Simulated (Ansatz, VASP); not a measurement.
One calculation of InAs, two programs

File INCAR:

```
ALGO     = Normal         # electronic algorithm
EDIFF    = 1E-6           # SCF threshold, eV
ENCUT    = 520            # plane-wave cutoff, eV
GGA      = PE             # functional
ISIF     = 2              # what is computed and relaxed
ISMEAR   = -1             # smearing method
LASPH    = True           # aspherical terms in the spheres
LCHARG   = True           # write CHGCAR
LELF     = True           # ELF
LREAL    = False          # projectors in reciprocal space
LVHAR    = True         
LWAVE    = False          # write WAVECAR
NBANDS   = 16             # bands
NELM     = 60             # most SCF steps
PREC     = Accurate       # precision mode
SIGMA    = 0.02           # smearing width, eV
```

KPOINTS

```
k-points
0
Gamma
  8 8 8
```

Contents of POSCAR:

```
InAs
1.0
    0.0000000000      3.0087716161      3.0087716161
    3.0087716161      0.0000000000      3.0087716161
    3.0087716161      3.0087716161      0.0000000000
In As
1 1
Direct
    0.0000000000      0.0000000000      0.0000000000
    0.2500000000      0.2500000000      0.2500000000
```

Input for Ansatz:

```yaml
crystal:
  lattice:
    - [0.0, 3.0087716161, 3.0087716161]
    - [3.0087716161, 0.0, 3.0087716161]
    - [3.0087716161, 3.0087716161, 0.0]
  atoms:
    - { symbol: In, position: [0.0, 0.0, 0.0] }
    - { symbol: As, position: [0.25, 0.25, 0.25] }
kpoints:
  mp_grid: { grid: [8, 8, 8] }
  band_path:
    path:
      - [0.0, 0.0, 0.0]
      - [-0.5, -0.5, 0.0]
      - [-0.375, -0.375, 0.25]
      - [-0.375, 0.0, 0.375]
      - [0.0, 0.0, 0.5]
      - [-0.5, -0.25, 0.25]
    npoints: 1
hamiltonian:
  xc: pbe
scf:
  occupations: { method: fermi_dirac, width: 0.02 }
  n_extra_bands: 4
output:
  forces: true
  stress: true
  eigenvalues: true
```

Change from the starting cell: hydrostatic strain -1.5%.

Alike in both runs: task single point; functional PBE; k mesh 8 × 8 × 8; occupations fermi-dirac, width 0.02 eV; no spin polarisation.

|  | VASP | Ansatz |
| --- | --- | --- |
| version | VASP 6.6.1 | Ansatz 0.2.0 |
| potentials or method | VASP PAW PBE potentials, release 64 (In_d, As) | plane waves, PAW |
| plane-wave cutoff (eV) | 520 | 420 |
| valence electrons in the cell | 18 | 28 |

```csv
,VASP,Ansatz,Ansatz less VASP
pressure (GPa),5.0,4.9,-0.07
```

The functional is the same, so the differences come from potentials, cutoffs and numerics. VASP's potentials hold 18 valence electrons a cell and Ansatz's 28, so a difference there can come from the potentials and not from the codes.
